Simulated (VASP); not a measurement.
Set up this calculation in VASP 6.6.1, as the native input.

```yaml
Task: single point
Functional: PBE
Potentials_or_basis: VASP PAW PBE potentials, release 64 (W_sv, N)
Cutoff: 520 eV
k_mesh: 4 × 4 × 2
Occupations: gaussian, width 0.1 eV
Spin: collinear spin, zero start
Starting_moments: "[0.0, 0.0, 0.0, 0.0, 0.0, 0.0, 0.0, 0.0, 0.0, 0.0] μB"
Dipole_correction: no
Further_INCAR_settings: ALGO = Normal; EDIFF = 1e-06; NBANDS = 76
```

The structure of W4N lies in POSCAR:

```
W4N
1.0
    4.5316129585      0.0000000000      0.0000000000
   -0.6268373607      4.5162661771      0.0000000000
   -0.1213596719     -0.2807314462      8.5952999033
W N
8 2
Direct
    0.3273512221      0.4033420238      0.6689274622
    0.4268820207      0.4346029951      0.3209964975
    0.8436300342      0.6438739438      0.5326270409
    0.5434282359      0.3321309876      0.9943248862
    0.9731243517      0.6656580919      0.8573366314
    0.9505188143      0.5447454505      0.1776626212
    0.5489974053      0.9084536650      0.7614247413
    0.6855030234      0.9557080447      0.2672921375
    0.8353313883      0.0634794163      0.9314198574
    0.8652335040      0.0480053815      0.4879881245
```

These files were run (other wordings do the same):

INCAR

```
PREC = Accurate ; ENCUT = 520
EDIFF = 1E-6 ; ISMEAR = 0
SIGMA = 0.1 ; LREAL = F
LASPH = T ; NELM = 150
ALGO = Normal ; ISIF = 2
LWAVE = F ; LCHARG = T
ISPIN = 2 ; MAGMOM = 0 0 0 0 0 0 0 0 0 0
LORBIT = 11 ; LMAXMIX = 4
GGA = PE ; LELF = T
LVHAR = T ; NBANDS = 76
```

KPOINTS

```
regular mesh
0
Gamma
  4 4 2
```

Potentials or basis: VASP PAW PBE potentials, release 64 (W_sv, N).

Launch:

```console
$ cat potpaw_PBE.64/W_sv/POTCAR potpaw_PBE.64/N/POTCAR > POTCAR
$ mpirun -np 1 vasp_std > vasp.out
```

It gave:

The pressure is -0.6 GPa, the largest force is 2.664 eV/Å and the band gap on the k mesh is zero (filled and empty bands overlap). The net moment is 0.00 μB per cell and the valence electrons inside the program's atomic spheres are W 12.08, 12.13, 12.06, 12.05, 12.19, 12.24 (each value once); N 3.65, 3.63.

Caveat: the k points lie up to 0.37 Å⁻¹ apart; spin-orbit coupling is left out, which moves the levels of the heavy elements; forces of over 1 eV/Å act on the atoms, so gaps and moduli don't describe the material at rest.

Wall time 32 min on 1 thread of Intel Xeon 8259CL (shared host), peak memory 0.55 GiB.
